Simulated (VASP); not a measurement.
Input of a VASP 6.6.1 run:

The input INCAR:

```
SYSTEM = Ca
  PREC = Accurate
  ENCUT = 520
  EDIFF = 1E-7
  ISMEAR = -1
  SIGMA = 0.03
  LREAL = .FALSE.
  LASPH = .TRUE.
  NELM = 100
  ALGO = Normal
  ISIF = 2
  LWAVE = .FALSE.
  LCHARG = .FALSE.
  GGA = PE
  NBANDS = 28
```

Contents of KPOINTS:

```
Automatic mesh
0
G
  7 7 5
  0 0 0
```

POSCAR

```
Ca
1.0
    3.4629657000     -3.6694915100      0.0000000000
    3.4629657000      3.6694915100      0.0000000000
    0.0000000000      0.0000000000      7.0091196500
Ca
4
Direct
    0.1617894600      0.8382105400      0.1965141100
    0.8382105400      0.1617894600      0.8034858900
    0.3382105400      0.6617894600      0.6965141100
    0.6617894600      0.3382105400      0.3034858900
```

Potentials or basis: VASP PAW PBE potentials, release 64 (Ca_sv).

Command:

```bash
$ cat potpaw_PBE.64/Ca_sv/POTCAR > POTCAR
$ mpirun -np 1 vasp_std > vasp.out
```

(1) Estimate the largest force.

(2) Estimate the band gap on the k mesh.

(3) What does it give for the pressure?

Answers

(1) 0.035 eV/Å.

(2) zero (band 20 reaches 1.80 eV, above the bottom of band 21 at 1.46 eV).

(3) -0.2 GPa.
